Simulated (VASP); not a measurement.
# NaF (I4/mmm) in VASP: a series of runs, part 2 of 2

VASP 6.6.1. The steps go on from the part before.

### Step 3. Single point, PBEsol (strain +0.0150 x Voigt [0, 0, 1, 0, 0, 0])

INCAR

```
SYSTEM = NaF
PREC     = Accurate       ! precision mode
ENCUT    = 520            ! plane-wave cutoff, eV
EDIFF    = 1E-6           ! SCF threshold, eV
ISMEAR   = 0              ! smearing method
SIGMA    = 0.05           ! smearing width, eV
LREAL    = .False.        ! projectors in reciprocal space
LASPH    = .True.         ! aspherical terms in the spheres
NELM     = 100            ! most SCF steps
ALGO     = Normal         ! electronic algorithm
ISIF     = 2              ! what is computed and relaxed
LWAVE    = .False.        ! write WAVECAR
LCHARG   = .False.        ! write CHGCAR
GGA      = PS             ! functional
NBANDS   = 14             ! bands
```

KPOINTS

```
Automatic mesh
0
Gamma
  8 8 8
  0 0 0
```

POSCAR

```
NaF
1.0
    0.0000000000      2.3233000000      2.3581495000
    2.3233000000      0.0000000000      2.3581495000
    2.3233000000      2.3233000000      0.0000000000
Na F
1 1
Direct
    0.0000000000      0.0000000000      0.0000000000
    0.5000000000      0.5000000000      0.5000000000
```

Potentials or basis: VASP PAW PBE potentials, release 64 (Na_pv, F).

Run with:

```sh
> cat potpaw_PBE.64/Na_pv/POTCAR potpaw_PBE.64/F/POTCAR > POTCAR
> mpirun -np 1 vasp_std > vasp.out
```

OUTCAR:

```text
SYSTEM = NaF
   PREC = Accurate
   ENCUT = 520
   EDIFF = 1E-6
   ISMEAR = 0
   LREAL = .False.
   LASPH = .True.
   NELM = 100
   ISIF = 2
   GGA = PS

 ion  position               nearest neighbor table
   1  0.000  0.000  0.000-   2 2.32   2 2.32   2 2.32   2 2.32
   2  0.500  0.500  0.500-   1 2.32   1 2.32   1 2.32   1 2.32

  LATTYP: Found a body centered tetragonal cell.
 ALAT       =     3.2856423695
 C/A-ratio  =     1.4354267658

  Lattice vectors:

 A1 = (  -2.3233000000,   0.0000000000,   2.3581495000)
 A2 = (   2.3233000000,   0.0000000000,   2.3581495000)
 A3 = (   0.0000000000,   2.3233000000,  -2.3581495000)

Analysis of symmetry for initial positions (statically):
=====================================================================
 Subroutine PRICEL returns:
 Original cell was already a primitive cell.

 Routine SETGRP: Setting up the symmetry group for a
 body centered tetragonal supercell.

 Subroutine GETGRP returns: Found 16 space group operations
 (whereof 16 operations were pure point group operations)
 out of a pool of 16 trial point group operations.

The static configuration has the point symmetry D_4h.

Analysis of symmetry for dynamics (positions and initial velocities):
=====================================================================
 Subroutine PRICEL returns:
 Original cell was already a primitive cell.

 Routine SETGRP: Setting up the symmetry group for a
 body centered tetragonal supercell.

 Subroutine GETGRP returns: Found 16 space group operations
 (whereof 16 operations were pure point group operations)
 out of a pool of 16 trial point group operations.

The dynamic configuration has the point symmetry D_4h.

 Subroutine INISYM returns: Found 16 space group operations
 (whereof 16 operations are pure point group operations),
 and found     1 'primitive' translations

----------------------------------------------------------------------------------------

                                     Primitive cell
[... 121 lines left out ...]
   LRPA    =     F    only Hartree local field effects (RPA)
 non-spin polarized calculation
 Gauss-broadening in eV      SIGMA  =   0.05
  energy-cutoff  :      520.00
  volume of cell :       25.46
 maximum number of plane-waves:       698
 NGX is ok and might be reduce to    28
   NGX = 13   NGY = 13   NGZ = 13

 number of electron      14.0000001 magnetization

 Free energy of the ion-electron system (eV)
  ---------------------------------------------------
  ext. energy  EPLUGINS =         0.00000000
  ---------------------------------------------------
  free energy    TOTEN  =        -8.76640197 eV

  energy without entropy =       -8.76640197  energy(sigma->0) =       -8.76640197

 E-fermi :  -1.9337     XC(G=0):  -9.2190

 val. band max:       -2.2716211687   @ k =   0.0000   0.0000   0.0000
 cond. band min:       3.7701097990   @ k =   0.0000   0.0000   0.0000
 fundamental gap:      6.0417309677
 Fermi energy:        -1.9336647110

 k-point     1 :       0.0000    0.0000    0.0000
  band No.  band energies     occupation
      1     -21.2916      2.00000
      2     -21.1142      2.00000
      3     -21.1091      2.00000
      4     -21.1091      2.00000
      5      -2.2730      2.00000
      6      -2.2730      2.00000
      7      -2.2716      2.00000
      8       3.7701      0.00000
      9      16.3405      0.00000
     10      16.4471      0.00000
     11      16.4471      0.00000
     12      19.0475      0.00000
     13      21.1965      0.00000
     14      21.6197      0.00000
[... 377 lines left out ...]
      1     -21.7940      2.00000
      2     -21.1322      2.00000
      3     -21.1260      2.00000
      4     -20.4949      2.00000
      5      -3.4865      2.00000
      6      -2.5424      2.00000
      7      -2.5043      2.00000
      8       6.9948      0.00000
      9      11.3569      0.00000
     10      16.5253      0.00000
     11      17.0148      0.00000
     12      18.4285      0.00000
     13      21.3295      0.00000
     14      23.1463      0.00000

 [... further k-points ...]

------------------------ aborting loop because EDIFF is reached ----------------------------------------

  FORCE on cell =-STRESS in cart. coord.  units (eV):
  Direction    XX          YY          ZZ          XY          YZ          ZX
  --------------------------------------------------------------------------------------
  -------------------------------------------------------------------------------------
  Total       -0.1487060     -0.1487060     -0.3116873      0.0000000      0.0000000      0.0000000
  in kB       -9.3589476     -9.3589476    -19.6163283      0.0000000      0.0000000      0.0000000
  external PRESSURE =     -12.7780745 kB  Pullay stress =       0.0000000 kB

 VOLUME and BASIS-vectors are now :
 -----------------------------------------------------------------------------
  energy-cutoff  :      520.00
  volume of cell :       25.46
      direct lattice vectors                 reciprocal lattice vectors
     0.000000000  2.323300000  2.358149500    -0.215211122  0.215211122  0.212030662
     2.323300000  0.000000000  2.358149500     0.215211122 -0.215211122  0.212030662
     2.323300000  2.323300000  0.000000000     0.215211122  0.215211122 -0.212030662

 POSITION                                       TOTAL-FORCE (eV/Angst)
 -----------------------------------------------------------------------------------
      0.00000      0.00000      0.00000         0.000000     -0.000000      0.000000
      2.32330      2.32330      2.35815        -0.000000      0.000000     -0.000000
 -----------------------------------------------------------------------------------
    total drift:                                0.000000      0.000000      0.000000

  FREE ENERGIE OF THE ION-ELECTRON SYSTEM (eV)
  ---------------------------------------------------
  free  energy   TOTEN  =        -8.7664019735 eV

  energy  without entropy=       -8.7664019735  energy(sigma->0) =       -8.76640197
```

OSZICAR:

```text
N       E                     dE             d eps       ncg     rms          rms(c)
DAV:   1     0.106712510511E+03    0.10671E+03   -0.77850E+03  1672   0.120E+03
DAV:   2    -0.399204478702E+01   -0.11070E+03   -0.10208E+03  1810   0.329E+02
DAV:   3    -0.949744353937E+01   -0.55054E+01   -0.54931E+01  2054   0.687E+01
DAV:   4    -0.954062345909E+01   -0.43180E-01   -0.43178E-01  1868   0.659E+00
DAV:   5    -0.954106542257E+01   -0.44196E-03   -0.44196E-03  2066   0.669E-01    0.491E+00
DAV:   6    -0.878206059519E+01    0.75900E+00   -0.26414E+00  2008   0.143E+01    0.183E+00
DAV:   7    -0.876705619520E+01    0.15004E-01   -0.30259E-02  1694   0.210E+00    0.103E+00
DAV:   8    -0.876602309849E+01    0.10331E-02   -0.26590E-02  1796   0.355E+00    0.156E-01
DAV:   9    -0.876654344701E+01   -0.52035E-03   -0.45289E-03  2030   0.647E-01    0.125E-01
DAV:  10    -0.876640031167E+01    0.14314E-03   -0.11528E-03  1874   0.381E-01    0.176E-02
DAV:  11    -0.876640156168E+01   -0.12500E-05   -0.52132E-05  1880   0.146E-01    0.717E-03
DAV:  12    -0.876640197346E+01   -0.41178E-06   -0.70522E-06  1970   0.331E-02
   1 F= -.87664020E+01 E0= -.87664020E+01  d E =-.187711E-23
```

stdout:

```text
POSCAR found type information on POSCAR NaF
 POSCAR found :  2 types and       2 ions
 scaLAPACK will be used
 -----------------------------------------------------------------------------
|                                                                             |
|                                                                             |
|     You enforced a specific xc type in the INCAR file but a different       |
|     I HOPE YOU KNOW WHAT YOU ARE DOING!                                     |
|                                                                             |
 -----------------------------------------------------------------------------

 LDA part: xc-table for (Slater+PW92), standard interpolation
 POSCAR, INCAR and KPOINTS ok, starting setup
 FFT: planning ... GRIDC
 FFT: planning ... GRID_SOFT
 FFT: planning ... GRID
 WAVECAR not read
 entering main loop
```

Wall time 14 s (1 thread of Intel Xeon Platinum 8124M at 3.00GHz (Skylake/Cascade Lake), shared host); peak memory 0.15 GiB.

What came out:

```yaml
Free_energy: -8.7664 eV
Pressure: -1.3 GPa
Band_gap_on_the_k_mesh: 6.04 eV
```

Stress tensor (GPa, compression positive):
```
-0.94  0.00  0.00
 0.00 -0.94  0.00
 0.00  0.00 -1.96
```

Caveat: the cell differs from its parent crystal (strain +0.0150 x Voigt [0, 0, 1, 0, 0, 0]); the PAW data sets were made with another functional, which shifts forces and pressure a little.

### Step 4. Single point, PBEsol (strain +0.0050 x Voigt [0, 0, 1, 0, 0, 0])

INCAR

```
ALGO = Normal
EDIFF = 1E-6
ENCUT = 520
GGA = PS
ISIF = 2
ISMEAR = 0
LASPH = T
LCHARG = F
LREAL = F
LWAVE = F
NBANDS = 14
NELM = 100
PREC = Accurate
SIGMA = 0.05
```

KPOINTS

```
k-points
0
Gamma
  8 8 8
```

POSCAR

```
NaF
1.0
    0.0000000000      2.3233000000      2.3349165000
    2.3233000000      0.0000000000      2.3349165000
    2.3233000000      2.3233000000      0.0000000000
Na F
1 1
Direct
    0.0000000000      0.0000000000      0.0000000000
    0.5000000000      0.5000000000      0.5000000000
```

Run with:

```sh
> cat potpaw_PBE.64/Na_pv/POTCAR potpaw_PBE.64/F/POTCAR > POTCAR
> mpirun -np 1 vasp_std > vasp.out
```

It took 8.7 s on 1 thread of Intel Xeon Platinum 8124M at 3.00GHz (Skylake/Cascade Lake), shared host; peak memory 0.14 GiB.

The run converged. Its results:

```yaml
Free_energy: -8.7682 eV
Pressure: -0.9 GPa
Band_gap_on_the_k_mesh: 6.09 eV
```

Stress tensor (GPa, compression positive):
```
-0.73  0.00  0.00
 0.00 -0.73  0.00
 0.00  0.00 -1.11
```

Levels at points of the mesh, in eV from the valence-band top:
```csv
k point,band 4,band 5,band 6,band 7,band 8,band 9,band 10,band 11
"(0.00, 0.00, 0.00)",-18.81,0.00,0.00,0.00,6.09,18.73,18.76,18.76
"(0.50, 0.00, 0.00)",-18.05,-1.59,-0.25,-0.25,10.53,12.22,19.79,19.89
"(0.50, 0.50, 0.00)",-18.79,-1.28,-0.40,-0.40,12.83,13.08,13.39,19.51
"(0.50, 0.00, 0.50)",-18.78,-1.28,-0.41,-0.40,12.89,13.04,13.41,19.43
```

Caveat: the cell differs from its parent crystal (strain +0.0050 x Voigt [0, 0, 1, 0, 0, 0]); the PAW data sets were made with another functional, which shifts forces and pressure a little.

### Step 5. Overview

```csv
cell,gap on the mesh (eV),pressure (GPa)
"a = 3.277, b = 3.277, c = 3.286 Å, angles 59.9, 59.9, 60.2°, 2 atoms",6.14,-0.4
"a = 3.310, b = 3.310, c = 3.286 Å, angles 60.2, 60.2, 59.5°, 2 atoms",6.04,-1.3
"a = 3.294, b = 3.294, c = 3.286 Å, angles 60.1, 60.1, 59.8°, 2 atoms",6.09,-0.9
```

Alike in all rows: task single point; level PBEsol; potentials or basis VASP PAW PBE potentials, release 64 (Na_pv, F); no spin polarisation; k mesh 8 × 8 × 8; cutoff (eV) 520; smearing gaussian 0.05 eV.

Caveats: the PAW data sets were made with another functional, which shifts forces and pressure a little.

Absolute energies hang on the potentials; compare differences alone.
